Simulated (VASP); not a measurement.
Wanted: the native input for a VASP 6.6.1 run.

| Property | Result |
| --- | --- |
| Task | single point |
| Functional | PBE |
| Potentials or basis | VASP PAW PBE potentials, release 64 (C) |
| Cutoff | 520 eV |
| k mesh | 19 × 19 × 19 |
| Occupations | fermi-dirac, width 0.08 eV |
| Spin | no spin polarisation |
| Dipole correction | no |
| Further INCAR settings | ALGO = Normal; EDIFF = 1e-07; NBANDS = 11 |

The structure of C lies in POSCAR:

```
C
1.0
    0.0000000000      1.6322847648      1.6322847648
    1.6322847648      0.0000000000      1.6322847648
    1.6322847648      1.6322847648      0.0000000000
C
2
Direct
   -0.1250000000     -0.1250000000     -0.1250000000
    0.1250000000      0.1250000000      0.1250000000
```

One way to write it, as run:

INCAR

```
SYSTEM = C
PREC = Accurate ; ENCUT = 520
EDIFF = 1E-7 ; ISMEAR = -1
SIGMA = 0.08 ; LREAL = .FALSE.
LASPH = .TRUE. ; NELM = 80
ALGO = Normal ; ISIF = 2
LWAVE = .FALSE. ; LCHARG = .FALSE.
GGA = PE ; NBANDS = 11
```

KPOINTS

```
Automatic mesh
0
G
  19 19 19
  0 0 0
```

Potentials or basis: VASP PAW PBE potentials, release 64 (C).

The run is started by

```console
$ cat potpaw_PBE.64/C/POTCAR > POTCAR
$ mpirun -np 1 vasp_std > vasp.out
```

Results of the run:

| Property | Result |
| --- | --- |
| Pressure | 191.8 GPa |
| Band gap on the k mesh | 4.76 eV, indirect (least direct gap 6.33 eV) |

It took 8.1 s on 1 thread of Intel(R) Xeon(R) 6975P-C (Granite Rapids) (shared host), peak memory 0.12 GiB.
